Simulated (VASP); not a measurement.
Here is a VASP 6.6.1 calculation.

INCAR

```
SYSTEM = PdPt2S6
PREC = Accurate
ENCUT = 520
EDIFF = 1E-6
ISMEAR = 0
SIGMA = 0.1
LREAL = .FALSE.
LASPH = .TRUE.
NELM = 80
ALGO = Normal
ISIF = 2
LWAVE = .FALSE.
LCHARG = .TRUE.
GGA = PE
LELF = .TRUE.
LVHAR = .TRUE.
NBANDS = 43
```

File KPOINTS:

```
Automatic mesh
0
G
  3 3 4
  0 0 0
```

File POSCAR:

```
PdPt2S6
1.0
    6.1846192000      0.0000000000      0.0000000000
   -3.0923096000      5.3560373000      0.0000000000
    0.0000000000      0.0000000000      6.3169112000
Pd Pt S
1 2 6
Direct
    0.0000000000      0.0000000000      0.0000000000
    0.6666667000      0.3333333000      0.0000000000
    0.3333333000      0.6666667000      0.0000000000
    0.0000000000      0.3337650000      0.1949000000
    0.6662350000      0.6662350000      0.1949000000
    0.3337650000      0.0000000000      0.1949000000
    0.3337650000      0.3337650000      0.8051000000
    0.0000000000      0.6662350000      0.8051000000
    0.6662350000      0.0000000000      0.8051000000
```

Potentials or basis: VASP PAW PBE potentials, release 64 (Pd, Pt, S).

Run with:

```console
$ cat potpaw_PBE.64/Pd/POTCAR potpaw_PBE.64/Pt/POTCAR potpaw_PBE.64/S/POTCAR > POTCAR
$ mpirun -np 1 vasp_std > vasp.out
```

Problem. What does it give for the band gap on the k mesh?

Solution. 1.33 eV.

Problem. Predict the pressure.

Solution. -0.3 GPa.

Problem. Predict the largest force.

Solution. 0.039 eV/Å.

Stress tensor (GPa, compression positive):
```
-0.36  0.00  0.00
 0.00 -0.36  0.00
 0.00  0.00 -0.21
```

Caveat: spin-orbit coupling is left out, which moves the levels of the heavy elements; this functional lacks dispersion, which binds layers or chains, so the pressure and a relaxed spacing across them are unreliable. A k mesh can miss the band edges.
